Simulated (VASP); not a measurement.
# WSe2 in VASP: notebook, part 2 of 2

VASP 6.6.1. The steps go on from the part before.

## Step 3: Single point, PBEsol (strain -0.030 along x and y, -0.015 along z)

The input, INCAR:

```
SYSTEM = WSe2
PREC = Accurate ; ENCUT = 520
EDIFF = 1E-6 ; ISMEAR = 0
SIGMA = 0.05 ; LREAL = .FALSE.
LASPH = .TRUE. ; NELM = 60
ALGO = Normal ; ISIF = 2
LWAVE = .FALSE. ; LCHARG = .FALSE.
GGA = PS ; NBANDS = 20
```

The input, KPOINTS:

```
regular mesh
0
G
  12 12 2
  0 0 0
```

The input, POSCAR:

```
WSe2
1.0
    3.1721450981      0.0000000000      0.0000000000
   -1.5860725490      2.7471582394      0.0000000000
    0.0000000000      0.0000000000     16.4112988180
W Se
1 2
Direct
    0.0000000000      0.0000000000      0.0000000000
    0.3333333333      0.6666666667      0.1003992715
    0.3333333333      0.6666666667      0.8996007285
```

Potentials or basis: VASP PAW PBE potentials, release 64 (W_sv, Se).

Run with:

```console
$ cat potpaw_PBE.64/W_sv/POTCAR potpaw_PBE.64/Se/POTCAR > POTCAR
$ mpirun -np 1 vasp_std > vasp.out
```

It took 3.4 min on 1 thread of AMD EPYC 7R13, shared host; peak memory 0.27 GiB.

The run converged. Its results:

```
Free energy            : -23.0580 eV
Largest force          : 1.343 eV/Å
Band gap on the k mesh : 1.75 eV (least direct gap 1.99 eV)
```

Forces on the atoms (eV/Å):
```
W    0.000  0.000  0.000
Se   0.000  0.000  1.343
Se   0.000  0.000 -1.343
```

Levels at points of the mesh, in eV from the valence-band top:
| k point | band 9 | band 10 | band 11 | band 12 | band 13 | band 14 | band 15 | band 16 | band 17 | band 18 |
| --- | --- | --- | --- | --- | --- | --- | --- | --- | --- | --- |
| (0.00, 0.00, 0.00) | -2.42 | -2.42 | -1.10 | -1.10 | -0.58 | 3.44 | 3.44 | 3.70 | 3.70 | 4.52 |
| (0.50, 0.00, 0.00) | -4.50 | -3.13 | -2.29 | -1.08 | -0.68 | 2.93 | 3.13 | 3.99 | 4.87 | 5.00 |
| (0.00, 0.00, 0.50) | -2.42 | -2.42 | -1.10 | -1.10 | -0.58 | 3.44 | 3.44 | 3.70 | 3.70 | 4.69 |
| (0.50, 0.00, 0.50) | -4.50 | -3.13 | -2.29 | -1.08 | -0.68 | 2.93 | 3.13 | 3.99 | 4.87 | 5.00 |

Caveat: the cell differs from its parent crystal (strain -0.030 along x and y, -0.015 along z); there is no dipole correction, which matters where the two faces differ; the PAW data sets were made with another functional, which shifts forces and pressure a little; spin-orbit coupling is left out, which moves the levels of the heavy elements.

## Step 4: Single point, PBEsol (strain -0.030 along x and y, +0.000 along z)

The input, INCAR:

```
SYSTEM = WSe2
  PREC = Accurate
  ENCUT = 520
  EDIFF = 1E-6
  ISMEAR = 0
  SIGMA = 0.05
  LREAL = .FALSE.
  LASPH = .TRUE.
  NELM = 100
  ALGO = Normal
  ISIF = 2
  LWAVE = .FALSE.
  LCHARG = .FALSE.
  GGA = PS
  NBANDS = 20
```

The input, KPOINTS:

```
Automatic mesh
0
G
  12 12 2
  0 0 0
```

Changes to POSCAR since step 3:

```diff
@@ -4,3 +4,3 @@
    -1.5860725490      2.7471582394      0.0000000000
-    0.0000000000      0.0000000000     16.4112988180
+    0.0000000000      0.0000000000     16.6612170741
 W Se
```

Run with:

```console
$ cat potpaw_PBE.64/W_sv/POTCAR potpaw_PBE.64/Se/POTCAR > POTCAR
$ mpirun -np 1 vasp_std > vasp.out
```

It took 3.4 min on 1 thread of AMD EPYC 7R13, shared host; peak memory 0.27 GiB.

It converged, with:

```yaml
Free_energy: -23.1120 eV
Largest_force: 0.815 eV/Å
Band_gap_on_the_k_mesh: 1.65 eV (least direct gap 2.06 eV)
```

Forces on the atoms (eV/Å):
```
W    0.000  0.000  0.000
Se   0.000  0.000  0.815
Se   0.000  0.000 -0.815
```

Levels at points of the mesh, in eV from the valence-band top:
```tsv
k point	band 11	band 12	band 13	band 14	band 15	band 16
(0.00, 0.00, 0.00)	-1.00	-1.00	-0.67	3.41	3.41	3.61
(0.50, 0.00, 0.00)	-2.37	-1.09	-0.62	2.95	3.06	3.91
(0.00, 0.00, 0.50)	-1.00	-1.00	-0.67	3.41	3.41	3.61
(0.50, 0.00, 0.50)	-2.37	-1.09	-0.62	2.95	3.06	3.91
```

Caveat: the cell differs from its parent crystal (strain -0.030 along x and y, +0.000 along z); there is no dipole correction, which matters where the two faces differ; the PAW data sets were made with another functional, which shifts forces and pressure a little; spin-orbit coupling is left out, which moves the levels of the heavy elements.

## Step 5: Single point, PBEsol (strain -0.015 along x and y, -0.030 along z)

The input, INCAR:

```
SYSTEM = WSe2
PREC     = Accurate       ! precision mode
ENCUT    = 520            ! plane-wave cutoff, eV
EDIFF    = 1E-7           ! SCF threshold, eV
ISMEAR   = 0              ! smearing method
SIGMA    = 0.05           ! smearing width, eV
LREAL    = .False.        ! projectors in reciprocal space
LASPH    = .True.         ! aspherical terms in the spheres
NELM     = 60             ! most SCF steps
ALGO     = Normal         ! electronic algorithm
ISIF     = 2              ! what is computed and relaxed
LWAVE    = .False.        ! write WAVECAR
LCHARG   = .False.        ! write CHGCAR
GGA      = PS             ! functional
NBANDS   = 20             ! bands
```

The input, KPOINTS:

```
Automatic mesh
0
Gamma
  12 12 2
  0 0 0
```

The input, POSCAR:

```
WSe2
1.0
    3.2211988882      0.0000000000      0.0000000000
   -1.6105994441      2.7896400678      0.0000000000
    0.0000000000      0.0000000000     16.1613805619
W Se
1 2
Direct
    0.0000000000      0.0000000000      0.0000000000
    0.3333333333      0.6666666667      0.1003992715
    0.3333333333      0.6666666667      0.8996007285
```

Run with:

```console
$ cat potpaw_PBE.64/W_sv/POTCAR potpaw_PBE.64/Se/POTCAR > POTCAR
$ mpirun -np 1 vasp_std > vasp.out
```

Wall time 3.7 min (1 thread of AMD EPYC 7R13, shared host); peak memory 0.28 GiB.

It converged, with:

```
Free energy            : -23.1107 eV
Largest force          : 1.445 eV/Å
Band gap on the k mesh : 1.74 eV
```

Forces in eV/Å, atoms in the order of the input:
```
W    0.000  0.000  0.000
Se   0.000  0.000  1.445
Se   0.000  0.000 -1.445
```

Levels at points of the mesh, in eV from the valence-band top:
| k point | band 10 | band 11 | band 12 | band 13 | band 14 | band 15 | band 16 | band 17 |
| --- | --- | --- | --- | --- | --- | --- | --- | --- |
| (0.00, 0.00, 0.00) | -2.20 | -1.27 | -1.27 | -0.34 | 3.29 | 3.29 | 3.61 | 3.61 |
| (0.50, 0.00, 0.00) | -3.20 | -2.12 | -1.03 | -0.84 | 2.70 | 3.08 | 4.01 | 4.67 |
| (0.00, 0.00, 0.50) | -2.20 | -1.27 | -1.27 | -0.34 | 3.29 | 3.29 | 3.61 | 3.61 |
| (0.50, 0.00, 0.50) | -3.20 | -2.12 | -1.03 | -0.84 | 2.70 | 3.08 | 4.01 | 4.67 |

Caveat: the cell differs from its parent crystal (strain -0.015 along x and y, -0.030 along z); there is no dipole correction, which matters where the two faces differ; the PAW data sets were made with another functional, which shifts forces and pressure a little; spin-orbit coupling is left out, which moves the levels of the heavy elements.

## Step 6: Single point, PBEsol (strain -0.030 along x and y, +0.015 along z)

The input, INCAR:

```
ALGO = Normal ; EDIFF = 1E-6
ENCUT = 520 ; GGA = PS
ISIF = 2 ; ISMEAR = 0
LASPH = True ; LCHARG = False
LREAL = False ; LWAVE = False
NBANDS = 20 ; NELM = 60
PREC = Accurate ; SIGMA = 0.05
```

The input, KPOINTS:

```
k-points
0
Gamma
  12 12 2
```

The input, POSCAR:

```
WSe2
1.0
    3.1721450981      0.0000000000      0.0000000000
   -1.5860725490      2.7471582394      0.0000000000
    0.0000000000      0.0000000000     16.9111353302
W Se
1 2
Direct
    0.0000000000      0.0000000000      0.0000000000
    0.3333333333      0.6666666667      0.1003992715
    0.3333333333      0.6666666667      0.8996007285
```

Potentials or basis: VASP PAW PBE potentials, release 64 (W_sv, Se).

Run with:

```console
$ cat potpaw_PBE.64/W_sv/POTCAR potpaw_PBE.64/Se/POTCAR > POTCAR
$ mpirun -np 1 vasp_std > vasp.out
```

OUTCAR:

```text
EDIFF = 1E-6
   ENCUT = 520
   GGA = PS
   ISIF = 2
   ISMEAR = 0
   LASPH = True
   LREAL = False
   NELM = 60
   PREC = Accurate

 ion  position               nearest neighbor table
   1  0.000  0.000  0.000-   2 2.50   3 2.50   2 2.50   3 2.50   2 2.50   3 2.50
   2  0.333  0.667  0.100-   1 2.50   1 2.50   1 2.50
   3  0.333  0.667  0.900-   1 2.50   1 2.50   1 2.50

  LATTYP: Found a hexagonal cell.
 ALAT       =     3.1721450981
[... 196 lines left out ...]
      3     -38.4610      2.00000
      4     -38.4610      2.00000
      5     -15.8084      2.00000
      6     -14.5074      2.00000
[... 541 lines left out ...]
     19       6.0651      0.00000
     20       6.3903      0.00000

 [... further k-points ...]
[... 5 lines left out ...]
  --------------------------------------------------------------------------------------
  -------------------------------------------------------------------------------------
  Total        3.3202552      3.3202552      1.0782724      0.0000000     -0.0000000     -0.0000000
  in kB       36.0971205     36.0971205     11.7227523      0.0000000     -0.0000000     -0.0000000
  external PRESSURE =      27.9723311 kB  Pullay stress =       0.0000000 kB

 VOLUME and BASIS-vectors are now :
 -----------------------------------------------------------------------------
  energy-cutoff  :      520.00
  volume of cell :      147.37
      direct lattice vectors                 reciprocal lattice vectors
     3.172145098  0.000000000  0.000000000     0.315244092  0.182006261  0.000000000
    -1.586072549  2.747158239  0.000000000     0.000000000  0.364012522  0.000000000
     0.000000000  0.000000000 16.911135330     0.000000000  0.000000000  0.059132635

 POSITION                                       TOTAL-FORCE (eV/Angst)
 -----------------------------------------------------------------------------------
      0.00000      0.00000      0.00000         0.000000      0.000000      0.000000
     -0.00000      1.83144      1.69787         0.000000     -0.000000      0.320663
     -0.00000      1.83144     15.21327        -0.000000      0.000000     -0.320663
 -----------------------------------------------------------------------------------
    total drift:                                0.000000     -0.000000     -0.000000

  FREE ENERGIE OF THE ION-ELECTRON SYSTEM (eV)
  ---------------------------------------------------
  free  energy   TOTEN  =       -23.1403434400 eV

  energy  without entropy=      -23.1403434400  energy(sigma->0) =      -23.14034344
```

OSZICAR:

```text
N       E                     dE             d eps       ncg     rms          rms(c)
DAV:   1     0.170155921452E+03    0.17016E+03   -0.12122E+04  1816   0.111E+03
DAV:   2    -0.116224936469E+02   -0.18178E+03   -0.17601E+03  1984   0.260E+02
DAV:   3    -0.238641738076E+02   -0.12242E+02   -0.12151E+02  2016   0.632E+01
[... 12 lines left out ...]
DAV:  16    -0.231402591070E+02   -0.66593E-04   -0.11020E-05  1900   0.106E-02    0.714E-03
DAV:  17    -0.231403255813E+02   -0.66474E-04   -0.57230E-06  1548   0.645E-03    0.556E-03
DAV:  18    -0.231403360229E+02   -0.10442E-04   -0.36710E-07  1656   0.186E-03    0.208E-03
DAV:  19    -0.231403425678E+02   -0.65449E-05   -0.43660E-07  1400   0.142E-03    0.373E-04
DAV:  20    -0.231403434400E+02   -0.87220E-06   -0.29810E-08  1288   0.496E-04
   1 F= -.23140343E+02 E0= -.23140343E+02  d E =-.134732E-13
```

It took 3.5 min on 1 thread of AMD EPYC 7R13, shared host; peak memory 0.27 GiB.

Results:

- Free energy: -23.1403 eV
- Largest force: 0.321 eV/Å
- Band gap on the k mesh: 1.56 eV (least direct gap 2.11 eV)

Forces in eV/Å, atoms in the order of the input:
```
W    0.000  0.000  0.000
Se   0.000  0.000  0.321
Se   0.000  0.000 -0.321
```

Caveat: the cell differs from its parent crystal (strain -0.030 along x and y, +0.015 along z); there is no dipole correction, which matters where the two faces differ; the PAW data sets were made with another functional, which shifts forces and pressure a little; spin-orbit coupling is left out, which moves the levels of the heavy elements.

## Step 7: Summary

| cell | gap on the mesh (eV) | largest force (eV/Å) |
| --- | --- | --- |
| a = 3.172, b = 3.172, c = 16.161 Å, angles 90.0, 90.0, 120.0°, 3 atoms | 1.85 | 1.90 |
| a = 3.172, b = 3.172, c = 16.411 Å, angles 90.0, 90.0, 120.0°, 3 atoms | 1.75 | 1.34 |
| a = 3.172, b = 3.172, c = 16.661 Å, angles 90.0, 90.0, 120.0°, 3 atoms | 1.65 | 0.82 |
| a = 3.221, b = 3.221, c = 16.161 Å, angles 90.0, 90.0, 120.0°, 3 atoms | 1.74 | 1.45 |
| a = 3.172, b = 3.172, c = 16.911 Å, angles 90.0, 90.0, 120.0°, 3 atoms | 1.56 | 0.32 |

Alike in all rows: task single point; level PBEsol; potentials or basis VASP PAW PBE potentials, release 64 (W_sv, Se); no spin polarisation; k mesh 12 × 12 × 2; cutoff (eV) 520; smearing gaussian 0.05 eV.

Caveats: there is no dipole correction, which matters where the two faces differ; the PAW data sets were made with another functional, which shifts forces and pressure a little; spin-orbit coupling is left out, which moves the levels of the heavy elements.

Total energies depend on the potentials used, so only differences within one code and one set of settings carry meaning.
